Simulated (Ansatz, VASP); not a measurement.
# One calculation of AgI, two programs

File INCAR:

```
PREC = Accurate ; ENCUT = 500
EDIFF = 1E-6 ; ISMEAR = -1
SIGMA = 0.02 ; LREAL = F
LASPH = T ; NELM = 120
ALGO = Normal ; ISIF = 2
LWAVE = F ; LCHARG = F
GGA = PE ; NBANDS = 16
GGA_COMPAT = F
```

The input KPOINTS:

```
regular mesh
0
Gamma
  8 8 8
```

File POSCAR:

```
AgI
1.0
   -2.3243249452      2.3243249452      3.2907520921
    2.3243249452     -2.3243249452      3.2907520921
    2.3243249452      2.3243249452     -3.2907520921
Ag I
1 1
Direct
    0.2500000000      0.7500000000      0.5000000000
    0.0000000000      0.0000000000      0.0000000000
```

Input for Ansatz:

```yaml
crystal:
  lattice:
    - [-2.3243249452, 2.3243249452, 3.2907520921]
    - [2.3243249452, -2.3243249452, 3.2907520921]
    - [2.3243249452, 2.3243249452, -3.2907520921]
  atoms:
    - { symbol: Ag, position: [0.25, 0.75, 0.5] }
    - { symbol: I, position: [0.0, 0.0, 0.0] }
kpoints:
  mp_grid: { grid: [8, 8, 8] }
  band_path:
    path:
      - [0.0, 0.0, 0.0]
      - [0.0, 0.0, 0.5]
      - [0.25, 0.25, 0.25]
      - [0.0, 0.5, 0.0]
      - [0.5, 0.5, -0.5]
      - [0.3747220851, 0.6252779149, -0.3747220851]
      - [-0.3747220851, 0.3747220851, 0.3747220851]
      - [-0.2494441703, 0.2494441703, 0.5]
      - [0.5, 0.5, -0.2494441703]
    npoints: 1
hamiltonian:
  xc: pbe
scf:
  occupations: { method: fermi_dirac, width: 0.02 }
  n_extra_bands: 4
output:
  forces: true
  stress: true
  eigenvalues: true
```

Alike in both runs: task single point; functional PBE; k mesh 8 × 8 × 8; occupations fermi-dirac, width 0.02 eV; no spin polarisation.

|  | VASP | Ansatz |
| --- | --- | --- |
| version | VASP 6.6.1 | Ansatz 0.2.0 |
| potentials or method | VASP PAW PBE potentials, release 64 (Ag, I) | plane waves, PAW |
| plane-wave cutoff (eV) | 500 | 420 |
| valence electrons in the cell | 18 | 36 |

```csv
,VASP,Ansatz,Ansatz less VASP
gap on the k mesh at the Fermi level (eV),1.34,1.34,-0.003
pressure (GPa),0.6,0.6,+0.04
```

VASP's potentials hold 18 valence electrons a cell and Ansatz's 36, so a difference there can come from the potentials and not from the codes.

Spin-orbit coupling is off throughout.
